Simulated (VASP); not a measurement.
# CaO (Fm-3m) in VASP: further runs, part 2 of 2

VASP 6.6.1. The steps go on from the part before.

## (3) Single point, r2SCAN (volume scaled by 0.960)

Contents of POSCAR:

```
CaO
1.0
    0.0000000000      2.3650220457      2.3650220457
    2.3650220457      0.0000000000      2.3650220457
    2.3650220457      2.3650220457      0.0000000000
Ca O
1 1
Direct
    0.5000000000      0.5000000000      0.5000000000
    0.0000000000      0.0000000000      0.0000000000
```

Contents of INCAR.step1:

```
PREC = Accurate ; ENCUT = 520
ISMEAR = 0 ; SIGMA = 0.05
LREAL = F ; LASPH = T
NELM = 100 ; NBANDS = 15
GGA = PE ; ALGO = Normal
EDIFF = 1E-4 ; LWAVE = T
LCHARG = F
```

Contents of INCAR.step2:

```
PREC = Accurate ; ENCUT = 520
EDIFF = 1E-6 ; ISMEAR = 0
SIGMA = 0.05 ; LREAL = F
LASPH = T ; NELM = 100
ALGO = Normal ; ISIF = 2
LWAVE = F ; LCHARG = F
METAGGA = R2SCAN ; LMIXTAU = T
NBANDS = 15 ; ISTART = 1
```

Contents of KPOINTS:

```
Automatic mesh
0
Gamma
  8 8 8
```

Potentials or basis: VASP PAW PBE potentials, release 64 (Ca_sv, O).

Command:

```bash
$ cat potpaw_PBE.64/Ca_sv/POTCAR potpaw_PBE.64/O/POTCAR > POTCAR
$ cp INCAR.step1 INCAR
$ mpirun -np 1 vasp_std > vasp.out
$ cp INCAR.step2 INCAR
$ mpirun -np 1 vasp_std > vasp.out
```

OUTCAR:

```text
PREC = Accurate
   ENCUT = 520
   EDIFF = 1E-6
   ISMEAR = 0
   LREAL = F
   LASPH = T
   NELM = 100
   ISIF = 2
   METAGGA = R2SCAN
   ISTART = 1

 ion  position               nearest neighbor table
   1  0.500  0.500  0.500-   2 2.37   2 2.37   2 2.37   2 2.37   2 2.37   2 2.37
   2  0.000  0.000  0.000-   1 2.37   1 2.37   1 2.37   1 2.37   1 2.37   1 2.37

  LATTYP: Found a face centered cubic cell.
 ALAT       =     4.7300440914

  Lattice vectors:

 A1 = (   0.0000000000,   2.3650220457,   2.3650220457)
 A2 = (   2.3650220457,   0.0000000000,   2.3650220457)
 A3 = (   2.3650220457,   2.3650220457,   0.0000000000)

Analysis of symmetry for initial positions (statically):
=====================================================================
 Subroutine PRICEL returns:
 Original cell was already a primitive cell.

 Routine SETGRP: Setting up the symmetry group for a
 face centered cubic supercell.

 Subroutine GETGRP returns: Found 48 space group operations
 (whereof 48 operations were pure point group operations)
 out of a pool of 48 trial point group operations.

The static configuration has the point symmetry O_h .

Analysis of symmetry for dynamics (positions and initial velocities):
=====================================================================
 Subroutine PRICEL returns:
 Original cell was already a primitive cell.

 Routine SETGRP: Setting up the symmetry group for a
 face centered cubic supercell.

 Subroutine GETGRP returns: Found 48 space group operations
 (whereof 48 operations were pure point group operations)
 out of a pool of 48 trial point group operations.

The dynamic configuration has the point symmetry O_h .

 Subroutine INISYM returns: Found 48 space group operations
 (whereof 48 operations are pure point group operations),
 and found     1 'primitive' translations

----------------------------------------------------------------------------------------

                                     Primitive cell

  volume of cell :      26.4567

  direct lattice vectors                    reciprocal lattice vectors
     0.000000000  2.365022046  2.365022046    -0.211414520  0.211414520  0.211414520
     2.365022046  0.000000000  2.365022046     0.211414520 -0.211414520  0.211414520
     2.365022046  2.365022046  0.000000000     0.211414520  0.211414520 -0.211414520

  length of vectors
     3.344646252  3.344646252  3.344646252     0.366180690  0.366180690  0.366180690

  position of ions in fractional coordinates (direct lattice)
     0.500000000  0.500000000  0.500000000
     0.000000000  0.000000000  0.000000000

  ion indices of the primitive-cell ions
   primitive index   ion index
                 1           1
                 2           2

----------------------------------------------------------------------------------------

 KPOINTS: Automatic mesh

Automatic generation of k-mesh.
 Grid dimensions read from file:
 generate k-points for:    8    8    8

 Generating k-lattice:

  Cartesian coordinates                     Fractional coordinates (reciprocal lattice)
    -0.026426815  0.026426815  0.026426815     0.125000000  0.000000000  0.000000000
     0.026426815 -0.026426815  0.026426815     0.000000000  0.125000000  0.000000000
     0.026426815  0.026426815 -0.026426815     0.000000000  0.000000000  0.125000000
[... 41 lines left out ...]
   total plane-waves  NPLWV =  21952
   dimension x,y,z NGX =    28 NGY =   28 NGZ =   28
   dimension x,y,z NGXF=    56 NGYF=   56 NGZF=   56
   ions per type =               1   1
   NGX,Y,Z   is equivalent  to a cutoff of  13.92, 13.92, 13.92 a.u.
   NGXF,Y,Z  is equivalent  to a cutoff of  27.83, 27.83, 27.83 a.u.
 SYSTEM =  unknown system
   PREC   = accura    normal or accurate (medium, high low for compatibility)
   ISTART =      1    job   : 0-new  1-cont  2-samecut
   ICHARG =      0    charge: 1-file 2-atom 10-const
   ISPIN  =      1    spin polarized calculation?
   LNONCOLLINEAR =      F non collinear calculations
   LSORBIT =      F    spin-orbit coupling
   LASPH  =      T    aspherical Exc in radial PAW
   ENCUT  =  520.0 eV  38.22 Ry    6.18 a.u.   6.22  6.22  6.22*2*pi/ulx,y,z
   NELM   =    100;   NELMIN=  2; NELMDL=  0     # of ELM steps
   EDIFF  = 0.1E-05   stopping-criterion for ELM
   LREAL  =      F    real-space projection
   EDIFFG = 0.1E-04   stopping-criterion for IOM
   NSW    =      0    number of steps for IOM
   IBRION =     -1    ionic relax: 0-MD 1-quasi-New 2-CG
   NFREE  =      0    steps in history (QN), initial steepest desc. (CG)
   ISIF   =      2    stress and relaxation
   ISYM   =      2    0-nonsym 1-usesym 2-fastsym
   POTIM  = 0.5000    time-step for ionic-motion
   TEBEG  =    0.0;   TEEND  =   0.0 temperature during run
   PSTRESS=    0.0 pullay stress
   NELECT =      16.0000    total number of electrons
   NUPDOWN=      -1.0000    fix difference up-down
   EMIN   =  10.00;   EMAX   =-10.00  energy-range for DOS
   EFERMI =   0.00;   METHOD = LEGACY
   ISMEAR =     0;   SIGMA  =   0.05  broadening in eV -4-tet -1-fermi 0-gaus
   EFERMI_NEDOS =   21; number of points for ismear=-14 and -15
   IALGO  =     38    algorithm
   IMIX   =      4    mixing-type and parameters
     AMIX     =   0.40;   BMIX     =  1.00
     AMIX_MAG =   1.60;   BMIX_MAG =  1.00
  volume/ion in A,a.u.               =      13.23        89.27
  Fermi-wavevector in a.u.,A,eV,Ry     =   1.384426  2.616185 26.077393  1.916634
  Thomas-Fermi vector in A             =   2.508931
   LORBIT       =      0    0 simple, 1 ext, 2 COOP (PROOUT), +10 PAW based schemes
   METAGGA = R2SCAN    functional components
   LHFCALC =     F    Hartree Fock is set to
   AEXX    =    0.0000 exact exchange contribution
   IVDW    =     0    specifies the selected vdW correction
   LEPSILON=     F    determine dielectric tensor
   LRPA    =     F    only Hartree local field effects (RPA)
 non-spin polarized calculation
 Gauss-broadening in eV      SIGMA  =   0.05
  energy-cutoff  :      520.00
  volume of cell :       26.46
 maximum number of plane-waves:       725
 NGX is ok and might be reduce to    28
   NGX = 13   NGY = 13   NGZ = 13

 number of electron      15.9999998 magnetization

 Free energy of the ion-electron system (eV)
  ---------------------------------------------------
  ext. energy  EPLUGINS =         0.00000000
  ---------------------------------------------------
  free energy    TOTEN  =       -19.42627743 eV

  energy without entropy =      -19.42627743  energy(sigma->0) =      -19.42627743

 E-fermi :   2.5887     XC(G=0): -11.3312

 val. band max:        2.2923615586   @ k =   0.0000   0.0000   0.0000
 cond. band min:       6.4629364975   @ k =   0.5000   0.5000   0.0000
 fundamental gap:      4.1705749389
 Fermi energy:         2.5886963148

 k-point     1 :       0.0000    0.0000    0.0000
  band No.  band energies     occupation
      1     -36.5646      2.00000
      2     -16.4189      2.00000
      3     -16.4189      2.00000
      4     -16.4189      2.00000
      5     -14.2746      2.00000
      6       2.2924      2.00000
      7       2.2924      2.00000
      8       2.2924      2.00000
      9       8.1385      0.00000
     10       9.2626      0.00000
     11       9.2627      0.00000
     12       9.2627      0.00000
     13      10.9438      0.00000
     14      10.9438      0.00000
[... 401 lines left out ...]
      2     -17.5838      2.00000
      3     -16.6953      2.00000
      4     -16.5640      2.00000
      5     -13.1251      2.00000
      6       0.1920      2.00000
      7       1.1275      2.00000
      8       1.1695      2.00000
      9       9.8672      0.00000
     10       9.9586      0.00000
     11      12.0332      0.00000
     12      12.3435      0.00000
     13      13.6651      0.00000
     14      15.5149      0.00000
     15      17.8302      0.00000

 [... further k-points ...]

------------------------ aborting loop because EDIFF is reached ----------------------------------------

  FORCE on cell =-STRESS in cart. coord.  units (eV):
  Direction    XX          YY          ZZ          XY          YZ          ZX
  --------------------------------------------------------------------------------------
  -------------------------------------------------------------------------------------
  Total        1.0702370      1.0702370      1.0702370      0.0000000      0.0000000      0.0000000
  in kB       64.8119314     64.8119314     64.8119314      0.0000000      0.0000000      0.0000000
  external PRESSURE =      64.8119314 kB  Pullay stress =       0.0000000 kB

 VOLUME and BASIS-vectors are now :
 -----------------------------------------------------------------------------
  energy-cutoff  :      520.00
  volume of cell :       26.46
      direct lattice vectors                 reciprocal lattice vectors
     0.000000000  2.365022046  2.365022046    -0.211414520  0.211414520  0.211414520
     2.365022046  0.000000000  2.365022046     0.211414520 -0.211414520  0.211414520
     2.365022046  2.365022046  0.000000000     0.211414520  0.211414520 -0.211414520

 POSITION                                       TOTAL-FORCE (eV/Angst)
 -----------------------------------------------------------------------------------
      2.36502      2.36502      2.36502        -0.000000     -0.000000     -0.000000
      0.00000      0.00000      0.00000         0.000000      0.000000      0.000000
 -----------------------------------------------------------------------------------
    total drift:                                0.000000      0.000000      0.000000

  FREE ENERGIE OF THE ION-ELECTRON SYSTEM (eV)
  ---------------------------------------------------
  free  energy   TOTEN  =       -19.4262774323 eV

  energy  without entropy=      -19.4262774323  energy(sigma->0) =      -19.42627743
```

OUTCAR.step1:

```text
PREC = Accurate
   ENCUT = 520
   ISMEAR = 0
   LREAL = F
   LASPH = T
[... 653 lines left out ...]
 -----------------------------------------------------------------------------------
      2.36502      2.36502      2.36502         0.000000     -0.000000     -0.000000
      0.00000      0.00000      0.00000        -0.000000      0.000000      0.000000
 -----------------------------------------------------------------------------------
    total drift:                                0.000000      0.000000      0.000000

  FREE ENERGIE OF THE ION-ELECTRON SYSTEM (eV)
  ---------------------------------------------------
  free  energy   TOTEN  =       -12.7575053188 eV

  energy  without entropy=      -12.7575053188  energy(sigma->0) =      -12.75750532
```

Wall time 80 s (1 thread of AMD EPYC 7R13 (Zen 3), shared host); peak memory 0.14 GiB.

What came out:

| Property | Result |
| --- | --- |
| Free energy | -19.4263 eV |
| Pressure | 6.5 GPa |
| Band gap on the k mesh | 4.17 eV, indirect (least direct gap 4.53 eV) |

Caveat: the PAW data sets were made with another functional, which shifts forces and pressure a little. A k mesh can miss the band edges.

## (4) Single point, r2SCAN (volume scaled by 0.980)

Contents of POSCAR:

```
CaO
1.0
    0.0000000000      2.3813330580      2.3813330580
    2.3813330580      0.0000000000      2.3813330580
    2.3813330580      2.3813330580      0.0000000000
Ca O
1 1
Direct
    0.5000000000      0.5000000000      0.5000000000
    0.0000000000      0.0000000000      0.0000000000
```

Contents of INCAR.step1:

```
SYSTEM = CaO
ALGO = Normal
EDIFF = 1E-4
ENCUT = 520
GGA = PE
ISMEAR = 0
LASPH = .TRUE.
LCHARG = .FALSE.
LREAL = .FALSE.
LWAVE = .TRUE.
NBANDS = 15
NELM = 100
PREC = Accurate
SIGMA = 0.05
```

Contents of INCAR.step2:

```
SYSTEM = CaO
ALGO = Normal
EDIFF = 1E-7
ENCUT = 520
ISIF = 2
ISMEAR = 0
ISTART = 1
LASPH = .TRUE.
LCHARG = .FALSE.
LMIXTAU = .TRUE.
LREAL = .FALSE.
LWAVE = .FALSE.
METAGGA = R2SCAN
NBANDS = 15
NELM = 100
PREC = Accurate
SIGMA = 0.05
```

Contents of KPOINTS:

```
k-points
0
G
  8 8 8
  0 0 0
```

Command:

```bash
$ cat potpaw_PBE.64/Ca_sv/POTCAR potpaw_PBE.64/O/POTCAR > POTCAR
$ cp INCAR.step1 INCAR
$ mpirun -np 1 vasp_std > vasp.out
$ cp INCAR.step2 INCAR
$ mpirun -np 1 vasp_std > vasp.out
```

Run time: 67 s. Hardware: 1 thread of AMD EPYC 7R13 (Zen 3), shared host; peak memory 0.14 GiB.

It converged, with:

- Free energy: -19.4443 eV
- Pressure: 3.6 GPa
- Band gap on the k mesh: 4.18 eV, indirect (least direct gap 4.55 eV)

Levels at points of the mesh, in eV from the valence-band top:
```
           k point  band 6  band 7  band 8  band 9  band 10  band 11
(0.00, 0.00, 0.00)    0.00    0.00    0.00    5.66     6.92     6.92
(0.50, 0.00, 0.00)   -2.67   -1.25   -1.25    7.83     9.20     9.20
(0.50, 0.50, 0.00)   -1.28   -0.37   -0.37    4.18     8.97     9.79
```

Caveat: the PAW data sets were made with another functional, which shifts forces and pressure a little.

## (5) Summary

| level | cell | smearing | gap on the mesh (eV) | pressure (GPa) |
| --- | --- | --- | --- | --- |
| RPBE | a = 3.390 Å, angles 60.0°, 2 atoms | tetrahedron | 3.74 | 6.9 |
| r2SCAN | a = 3.345 Å, angles 60.0°, 2 atoms | gaussian 0.05 eV | 4.17 | 6.5 |
| r2SCAN | a = 3.368 Å, angles 60.0°, 2 atoms | gaussian 0.05 eV | 4.18 | 3.6 |

Alike in all rows: task single point; potentials or basis VASP PAW PBE potentials, release 64 (Ca_sv, O); no spin polarisation; k mesh 8 × 8 × 8; cutoff (eV) 520.

Caveats: the PAW data sets were made with another functional, which shifts forces and pressure a little.

Total energies depend on the potentials used, so only differences within one code and one set of settings carry meaning.
